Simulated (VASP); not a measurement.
Input of a VASP 6.6.1 run:

File INCAR:

```
SYSTEM = Ge
ALGO = Normal
EDIFF = 1E-6
ENCUT = 520
GGA = PE
ISIF = 2
ISMEAR = -1
LASPH = .TRUE.
LCHARG = .FALSE.
LREAL = .FALSE.
LWAVE = .FALSE.
NBANDS = 21
NELM = 60
PREC = Accurate
SIGMA = 0.02
```

Contents of KPOINTS:

```
k-points
0
G
  8 8 8
  0 0 0
```

POSCAR

```
Ge
1.0
    0.0000000000      2.8368735121      2.7526183688
    2.8368735121      0.0000000000      2.7526183688
    2.8368735121      2.8368735121      0.0000000000
Ge
2
Direct
    0.0000000000      0.0000000000      0.0000000000
    0.2500000000      0.2500000000      0.2500000000
```

Potentials or basis: VASP PAW PBE potentials, release 64 (Ge_d).

The run is started by

```sh
$ cat potpaw_PBE.64/Ge_d/POTCAR > POTCAR
$ mpirun -np 1 vasp_std > vasp.out
```

Q: Predict the pressure.

A: 5.2 GPa.

Q: Predict the band gap on the k mesh.

A: 0.07 eV.

Stress tensor (GPa, compression positive):
```
4.51 0.00 0.00
0.00 4.51 0.00
0.00 0.00 6.58
```

Caveat: the cell differs from its parent crystal (uniaxial z strain -3.0%); the cell stands under pressure. A k mesh can miss the band edges.
